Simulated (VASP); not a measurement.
# ZnO (I4/mmm) in VASP: notebook

The runs below take ZnO through single point, with LDA.

All numbers are computed with VASP 6.6.1; they aren't measurements. Logs are shortened: lines on timing, memory, paths and dates and some standing lists are left out, and cuts for length are marked.

## Step 1: The cell of the first run

The structure is tetragonal, space group I4/mmm (No. 139). Conventional cell: a = 2.991 Å, b = 2.991 Å, c = 4.556 Å, α = 90.00°, β = 90.00°, γ = 90.00°. Zn (site symmetry 4/mmm) has 6 O at 2.12 to 2.28 Å within 2.8 Å. O (site symmetry 4/mmm) has 6 Zn at 2.12 to 2.28 Å within 2.8 Å.

## Step 2: Single point, LDA (strain -0.025 along x and y, +0.050 along z)

File INCAR:

```
PREC     = Accurate       # precision mode
ENCUT    = 520            # plane-wave cutoff, eV
EDIFF    = 1E-7           # SCF threshold, eV
ISMEAR   = 0              # smearing method
SIGMA    = 0.05           # smearing width, eV
LREAL    = False          # projectors in reciprocal space
LASPH    = True           # aspherical terms in the spheres
NELM     = 60             # most SCF steps
ALGO     = Normal         # electronic algorithm
ISIF     = 2              # what is computed and relaxed
LWAVE    = False          # write WAVECAR
LCHARG   = False          # write CHGCAR
GGA      = CA             # functional
NBANDS   = 16             # bands
```

File KPOINTS:

```
regular mesh
0
Gamma
  12 12 12
```

File POSCAR:

```
ZnO
1.0
    0.0000000000      2.1152059500      2.2779141000
    2.1152059500      0.0000000000      2.2779141000
    2.1152059500      2.1152059500      0.0000000000
Zn O
1 1
Direct
    0.0000000000      0.0000000000      0.0000000000
    0.5000000000      0.5000000000      0.5000000000
```

Potentials or basis: VASP PAW LDA potentials, release 64 (Zn, O).

The run is started by

```console
> cat potpaw_LDA.64/Zn/POTCAR potpaw_LDA.64/O/POTCAR > POTCAR
> mpirun -np 1 vasp_std > vasp.out
```

OUTCAR:

```text
PREC = Accurate
   ENCUT = 520
   EDIFF = 1E-7
   ISMEAR = 0
   LREAL = False
   LASPH = True
   NELM = 60
   ISIF = 2
   GGA = CA

 ion  position               nearest neighbor table
   1  0.000  0.000  0.000-   2 2.12   2 2.12   2 2.12   2 2.12   2 2.28   2 2.28
   2  0.500  0.500  0.500-   1 2.12   1 2.12   1 2.12   1 2.12   1 2.28   1 2.28

  LATTYP: Found a body centered tetragonal cell.
 ALAT       =     2.9913529417
 C/A-ratio  =     1.5229992210

  Lattice vectors:

 A1 = (  -2.1152059500,   0.0000000000,   2.2779141000)
 A2 = (   2.1152059500,   0.0000000000,   2.2779141000)
 A3 = (   0.0000000000,   2.1152059500,  -2.2779141000)

Analysis of symmetry for initial positions (statically):
=====================================================================
 Subroutine PRICEL returns:
 Original cell was already a primitive cell.

 Routine SETGRP: Setting up the symmetry group for a
 body centered tetragonal supercell.

 Subroutine GETGRP returns: Found 16 space group operations
 (whereof 16 operations were pure point group operations)
 out of a pool of 16 trial point group operations.

The static configuration has the point symmetry D_4h.

Analysis of symmetry for dynamics (positions and initial velocities):
=====================================================================
 Subroutine PRICEL returns:
 Original cell was already a primitive cell.

 Routine SETGRP: Setting up the symmetry group for a
 body centered tetragonal supercell.

 Subroutine GETGRP returns: Found 16 space group operations
 (whereof 16 operations were pure point group operations)
 out of a pool of 16 trial point group operations.

The dynamic configuration has the point symmetry D_4h.

 Subroutine INISYM returns: Found 16 space group operations
 (whereof 16 operations are pure point group operations),
 and found     1 'primitive' translations

----------------------------------------------------------------------------------------

                                     Primitive cell

  volume of cell :      20.3832

  direct lattice vectors                    reciprocal lattice vectors
     0.000000000  2.115205950  2.277914100    -0.236383601  0.236383601  0.219499058
     2.115205950  0.000000000  2.277914100     0.236383601 -0.236383601  0.219499058
     2.115205950  2.115205950  0.000000000     0.236383601  0.236383601 -0.219499058

  length of vectors
     3.108534841  3.108534841  2.991352942     0.399917805  0.399917805  0.399917805

  position of ions in fractional coordinates (direct lattice)
     0.000000000  0.000000000  0.000000000
     0.500000000  0.500000000  0.500000000

  ion indices of the primitive-cell ions
   primitive index   ion index
                 1           1
                 2           2

----------------------------------------------------------------------------------------

 KPOINTS: regular mesh

Automatic generation of k-mesh.
 Grid dimensions read from file:
 generate k-points for:   12   12   12

 Generating k-lattice:

  Cartesian coordinates                     Fractional coordinates (reciprocal lattice)
    -0.019698633  0.019698633  0.018291588     0.083333333  0.000000000  0.000000000
     0.019698633 -0.019698633  0.018291588     0.000000000  0.083333333  0.000000000
     0.019698633  0.019698633 -0.018291588     0.000000000  0.000000000  0.083333333

  Length of vectors
     0.033326484  0.033326484  0.033326484

  Shift w.r.t. Gamma in fractional coordinates (k-lattice)
     0.000000000  0.000000000  0.000000000

 Subroutine IBZKPT returns following result:
 ===========================================

 Found    163 irreducible k-points:

 Following reciprocal coordinates:
            Coordinates               Weight
  0.000000  0.000000  0.000000      1.000000
  0.083333 -0.000000  0.000000      8.000000
  0.166667 -0.000000  0.000000      8.000000
  0.250000 -0.000000  0.000000      8.000000
  0.333333 -0.000000  0.000000      8.000000
  0.416667  0.000000  0.000000      8.000000
[... 16 lines left out ...]
  0.500000  0.166667  0.000000      8.000000
 -0.416667  0.166667  0.000000      8.000000
 [... further k-points ...]
   k-points           NKPTS =    163   k-points in BZ     NKDIM =    163   number of bands    NBANDS=     16
   number of dos      NEDOS =    301   number of ions     NIONS =      2
   total plane-waves  NPLWV =  13824
   dimension x,y,z NGX =    24 NGY =   24 NGZ =   24
   dimension x,y,z NGXF=    48 NGYF=   48 NGZF=   48
   ions per type =               1   1
   NGX,Y,Z   is equivalent  to a cutoff of  12.84, 12.84, 13.34 a.u.
   NGXF,Y,Z  is equivalent  to a cutoff of  25.67, 25.67, 26.68 a.u.
 SYSTEM =  unknown system
   PREC   = accura    normal or accurate (medium, high low for compatibility)
   ISTART =      0    job   : 0-new  1-cont  2-samecut
   ICHARG =      2    charge: 1-file 2-atom 10-const
   ISPIN  =      1    spin polarized calculation?
   LNONCOLLINEAR =      F non collinear calculations
   LSORBIT =      F    spin-orbit coupling
   LASPH  =      T    aspherical Exc in radial PAW
   ENCUT  =  520.0 eV  38.22 Ry    6.18 a.u.   5.78  5.78  5.56*2*pi/ulx,y,z
   NELM   =     60;   NELMIN=  2; NELMDL= -5     # of ELM steps
   EDIFF  = 0.1E-06   stopping-criterion for ELM
   LREAL  =      F    real-space projection
   EDIFFG = 0.1E-05   stopping-criterion for IOM
   NSW    =      0    number of steps for IOM
   IBRION =     -1    ionic relax: 0-MD 1-quasi-New 2-CG
   NFREE  =      0    steps in history (QN), initial steepest desc. (CG)
   ISIF   =      2    stress and relaxation
   ISYM   =      2    0-nonsym 1-usesym 2-fastsym
   POTIM  = 0.5000    time-step for ionic-motion
   TEBEG  =    0.0;   TEEND  =   0.0 temperature during run
   PSTRESS=    0.0 pullay stress
   NELECT =      18.0000    total number of electrons
   NUPDOWN=      -1.0000    fix difference up-down
   EMIN   =  10.00;   EMAX   =-10.00  energy-range for DOS
   EFERMI =   0.00;   METHOD = LEGACY
   ISMEAR =     0;   SIGMA  =   0.05  broadening in eV -4-tet -1-fermi 0-gaus
   EFERMI_NEDOS =   21; number of points for ismear=-14 and -15
   IALGO  =     38    algorithm
   IMIX   =      4    mixing-type and parameters
     AMIX     =   0.40;   BMIX     =  1.00
     AMIX_MAG =   1.60;   BMIX_MAG =  1.00
  volume/ion in A,a.u.               =      10.19        68.78
  Fermi-wavevector in a.u.,A,eV,Ry     =   1.570633  2.968066 33.564059  2.466889
  Thomas-Fermi vector in A             =   2.672337
   LORBIT       =      0    0 simple, 1 ext, 2 COOP (PROOUT), +10 PAW based schemes
   GGA     = CA    functional components
   LHFCALC =     F    Hartree Fock is set to
   AEXX    =    0.0000 exact exchange contribution
   IVDW    =     0    specifies the selected vdW correction
   LEPSILON=     F    determine dielectric tensor
   LRPA    =     F    only Hartree local field effects (RPA)
 non-spin polarized calculation
 Gauss-broadening in eV      SIGMA  =   0.05
  energy-cutoff  :      520.00
  volume of cell :       20.38
 maximum number of plane-waves:       568
   NGX = 11   NGY = 11   NGZ = 11

 number of electron      18.0000009 magnetization

 Free energy of the ion-electron system (eV)
  ---------------------------------------------------
  ext. energy  EPLUGINS =         0.00000000
  ---------------------------------------------------
  free energy    TOTEN  =       -10.28333888 eV

  energy without entropy =      -10.28333888  energy(sigma->0) =      -10.28333888

 E-fermi :   2.4769     XC(G=0): -12.5644

 val. band max:        2.2672524785   @ k =   0.5000  -0.0000   0.0000
 cond. band min:       2.8000805016   @ k =   0.0000   0.0000   0.0000
 fundamental gap:      0.5328280231
 Fermi energy:         2.4768541696

 k-point     1 :       0.0000    0.0000    0.0000
  band No.  band energies     occupation
      1     -15.9588      2.00000
      2      -2.9238      2.00000
      3      -2.8150      2.00000
      4      -2.8150      2.00000
      5      -2.7376      2.00000
      6      -2.5859      2.00000
[... 8 lines left out ...]
     15      20.1674      0.00000
     16      21.4658      0.00000

 k-point     2 :       0.0833   -0.0000    0.0000
  band No.  band energies     occupation
      1     -15.8833      2.00000
      2      -2.9433      2.00000
      3      -2.8555      2.00000
      4      -2.8105      2.00000
      5      -2.7697      2.00000
      6      -2.6748      2.00000
[... 8 lines left out ...]
     15      21.1714      0.00000
     16      21.4102      0.00000

 k-point     3 :       0.1667   -0.0000    0.0000
  band No.  band energies     occupation
      1     -15.6689      2.00000
      2      -3.1178      2.00000
      3      -3.0347      2.00000
      4      -2.9718      2.00000
      5      -2.7332      2.00000
      6      -2.7124      2.00000
[... 8 lines left out ...]
     15      21.7001      0.00000
     16      21.7868      0.00000

 k-point     4 :       0.2500   -0.0000    0.0000
  band No.  band energies     occupation
      1     -15.3538      2.00000
      2      -3.6264      2.00000
      3      -3.2693      2.00000
      4      -3.2593      2.00000
      5      -2.6446      2.00000
      6      -2.6361      2.00000
[... 8 lines left out ...]
     15      22.6622      0.00000
     16      22.6820      0.00000

 k-point     5 :       0.3333   -0.0000    0.0000
  band No.  band energies     occupation
      1     -15.0073      2.00000
      2      -4.3437      2.00000
      3      -3.5134      2.00000
      4      -3.4828      2.00000
      5      -2.5701      2.00000
      6      -2.5295      2.00000
[... 8 lines left out ...]
     15      23.9165      0.00000
     16      23.9467      0.00000

 k-point     6 :       0.4167    0.0000    0.0000
  band No.  band energies     occupation
      1     -14.7282      2.00000
      2      -4.9248      2.00000
      3      -3.6823      2.00000
      4      -3.6286      2.00000
      5      -2.5144      2.00000
      6      -2.4486      2.00000
[... 8 lines left out ...]
     15      25.1825      0.00000
     16      25.4039      0.00000
[... 267 lines left out ...]
 k-point    21 :       0.3333    0.1667    0.0000
  band No.  band energies     occupation
      1     -15.1608      2.00000
      2      -3.8064      2.00000
      3      -3.2770      2.00000
      4      -3.0346      2.00000
      5      -2.6613      2.00000
      6      -2.5149      2.00000
[... 8 lines left out ...]
     15      24.6223      0.00000
     16      26.4017      0.00000

 k-point    22 :       0.4167    0.1667    0.0000
  band No.  band energies     occupation
      1     -14.8653      2.00000
      2      -4.1976      2.00000
      3      -3.5168      2.00000
      4      -3.3044      2.00000
      5      -2.5752      2.00000
      6      -2.4757      2.00000
[... 8 lines left out ...]
     15      24.5927      0.00000
     16      27.1012      0.00000

 k-point    23 :       0.5000    0.1667    0.0000
  band No.  band energies     occupation
      1     -14.6402      2.00000
      2      -4.6057      2.00000
      3      -3.6316      2.00000
      4      -3.5275      2.00000
      5      -2.4890      2.00000
      6      -2.4658      2.00000
[... 8 lines left out ...]
     15      24.4197      0.00000
     16      27.0981      0.00000

 k-point    24 :      -0.4167    0.1667    0.0000
  band No.  band energies     occupation
      1     -14.5656      2.00000
      2      -4.8128      2.00000
      3      -3.6602      2.00000
      4      -3.6163      2.00000
      5      -2.4920      2.00000
      6      -2.4342      2.00000
[... 8 lines left out ...]
     15      24.0157      0.00000
     16      25.5937      0.00000

 [... further k-points ...]

------------------------ aborting loop because EDIFF is reached ----------------------------------------

  FORCE on cell =-STRESS in cart. coord.  units (eV):
  Direction    XX          YY          ZZ          XY          YZ          ZX
  --------------------------------------------------------------------------------------
  -------------------------------------------------------------------------------------
  Total       -1.4252071     -1.4252071     -1.8575231      0.0000000      0.0000000     -0.0000000
  in kB     -112.0252461   -112.0252461   -146.0064879      0.0000000      0.0000000     -0.0000000
  external PRESSURE =    -123.3523267 kB  Pullay stress =       0.0000000 kB

 VOLUME and BASIS-vectors are now :
 -----------------------------------------------------------------------------
  energy-cutoff  :      520.00
  volume of cell :       20.38
      direct lattice vectors                 reciprocal lattice vectors
     0.000000000  2.115205950  2.277914100    -0.236383601  0.236383601  0.219499058
     2.115205950  0.000000000  2.277914100     0.236383601 -0.236383601  0.219499058
     2.115205950  2.115205950  0.000000000     0.236383601  0.236383601 -0.219499058

 POSITION                                       TOTAL-FORCE (eV/Angst)
 -----------------------------------------------------------------------------------
      0.00000      0.00000      0.00000         0.000000      0.000000     -0.000000
      2.11521      2.11521      2.27791         0.000000      0.000000      0.000000
 -----------------------------------------------------------------------------------
    total drift:                                0.000000     -0.000000     -0.000000

  FREE ENERGIE OF THE ION-ELECTRON SYSTEM (eV)
  ---------------------------------------------------
  free  energy   TOTEN  =       -10.2833388807 eV

  energy  without entropy=      -10.2833388807  energy(sigma->0) =      -10.28333888
```

Run time: 29 s. Hardware: 1 thread of Intel Xeon 8259CL, shared host; peak memory 0.17 GiB.

Results:

```
Free energy            : -10.2833 eV
Pressure               : -12.3 GPa
Band gap on the k mesh : 0.53 eV (least direct gap 1.76 eV)
```

Caveat: the cell differs from its parent crystal (strain -0.025 along x and y, +0.050 along z); the cell stands under tension. A k mesh can miss the band edges.

## Step 3: Single point, LDA (strain +0.000 along x and y, +0.025 along z)

File INCAR:

```
  PREC = Accurate
  ENCUT = 520
  EDIFF = 1E-6
  ISMEAR = 0
  SIGMA = 0.05
  LREAL = False
  LASPH = True
  NELM = 100
  ALGO = Normal
  ISIF = 2
  LWAVE = False
  LCHARG = True
  LELF = True
  LVHAR = True
  NBANDS = 16
```

KPOINTS is that of step 2.

File POSCAR:

```
ZnO
1.0
    0.0000000000      2.1694420000      2.2236780500
    2.1694420000      0.0000000000      2.2236780500
    2.1694420000      2.1694420000      0.0000000000
Zn O
1 1
Direct
    0.0000000000      0.0000000000      0.0000000000
    0.5000000000      0.5000000000      0.5000000000
```

Potentials or basis: VASP PAW LDA potentials, release 64 (Zn, O).

The run is started by

```console
> cat potpaw_LDA.64/Zn/POTCAR potpaw_LDA.64/O/POTCAR > POTCAR
> mpirun -np 1 vasp_std > vasp.out
```

Wall time 40 s (1 thread of Intel Xeon 8259CL, shared host); peak memory 0.17 GiB.

Results (log left out):

```
Free energy            : -10.2407 eV
Pressure               : -17.0 GPa
Band gap on the k mesh : 0.52 eV (least direct gap 1.63 eV)
```

Stress tensor (GPa, compression positive):
```
-16.85   0.00   0.00
  0.00 -16.85   0.00
  0.00   0.00 -17.44
```

Levels at points of the mesh, in eV from the valence-band top:
| k point | band 7 | band 8 | band 9 | band 10 | band 11 | band 12 |
| --- | --- | --- | --- | --- | --- | --- |
| (0.00, 0.00, 0.00) | -1.24 | -1.24 | -1.11 | 0.52 | 17.31 | 17.44 |
| (0.50, 0.00, 0.00) | -3.71 | -0.13 | 0.00 | 5.16 | 8.32 | 11.93 |
| (0.50, 0.50, 0.00) | -4.22 | -2.49 | -2.49 | 3.68 | 9.85 | 11.16 |
| (0.50, 0.00, 0.50) | -4.17 | -2.69 | -2.45 | 3.66 | 10.18 | 10.87 |

Caveat: the cell differs from its parent crystal (strain +0.000 along x and y, +0.025 along z); the cell stands under tension. A k mesh can miss the band edges.

## Step 4: Single point, LDA (strain +0.000 along x and y, +0.050 along z)

File INCAR:

```
PREC = Accurate
ENCUT = 520
EDIFF = 1E-6
ISMEAR = 0
SIGMA = 0.05
LREAL = F
LASPH = T
NELM = 100
ALGO = Normal
ISIF = 2
LWAVE = F
LCHARG = F
NBANDS = 16
```

File KPOINTS:

```
Automatic mesh
0
Gamma
  12 12 12
```

File POSCAR:

```
ZnO
1.0
    0.0000000000      2.1694420000      2.2779141000
    2.1694420000      0.0000000000      2.2779141000
    2.1694420000      2.1694420000      0.0000000000
Zn O
1 1
Direct
    0.0000000000      0.0000000000      0.0000000000
    0.5000000000      0.5000000000      0.5000000000
```

The run is started by

```console
> cat potpaw_LDA.64/Zn/POTCAR potpaw_LDA.64/O/POTCAR > POTCAR
> mpirun -np 1 vasp_std > vasp.out
```

Run time: 51 s. Hardware: 1 thread of Intel Xeon 8259CL, shared host; peak memory 0.17 GiB.

Results (log left out):

| Property | Result |
| --- | --- |
| Free energy | -10.1817 eV |
| Pressure | -19.5 GPa |
| Band gap on the k mesh | 0.37 eV (least direct gap 1.40 eV) |

Stress tensor (GPa, compression positive):
```
-19.35   0.00   0.00
  0.00 -19.35   0.00
  0.00   0.00 -19.78
```

Levels at points of the mesh, in eV from the valence-band top:
```csv
k point,band 5,band 6,band 7,band 8,band 9,band 10,band 11,band 12,band 13,band 14
"(0.00, 0.00, 0.00)",-4.83,-4.74,-1.27,-1.27,-1.03,0.37,16.80,17.05,17.29,17.29
"(0.50, 0.00, 0.00)",-4.63,-4.58,-3.74,-0.24,0.00,5.06,8.07,11.56,12.46,18.09
"(0.50, 0.50, 0.00)",-4.53,-4.53,-4.32,-2.40,-2.40,3.54,9.44,11.25,14.58,14.58
"(0.50, 0.00, 0.50)",-4.55,-4.47,-4.22,-2.77,-2.31,3.51,10.09,10.69,13.54,14.42
```

Caveat: the cell differs from its parent crystal (strain +0.000 along x and y, +0.050 along z); the cell stands under tension. A k mesh can miss the band edges.

## Step 5: Overview

```csv
cell,gap on the mesh (eV),pressure (GPa)
"a = 3.109, b = 3.109, c = 2.991 Å, angles 61.2, 61.2, 57.5°, 2 atoms",0.53,-12.3
"a = 3.107, b = 3.107, c = 3.068 Å, angles 60.4, 60.4, 59.2°, 2 atoms",0.52,-17.0
"a = 3.146, b = 3.146, c = 3.068 Å, angles 60.8, 60.8, 58.4°, 2 atoms",0.37,-19.5
```

Alike in all rows: task single point; level LDA; potentials or basis VASP PAW LDA potentials, release 64 (Zn, O); no spin polarisation; k mesh 12 × 12 × 12; cutoff (eV) 520; smearing gaussian 0.05 eV.

Caveats: the cell stands under tension.

Total energies depend on the potentials used, so only differences within one code and one set of settings carry meaning.
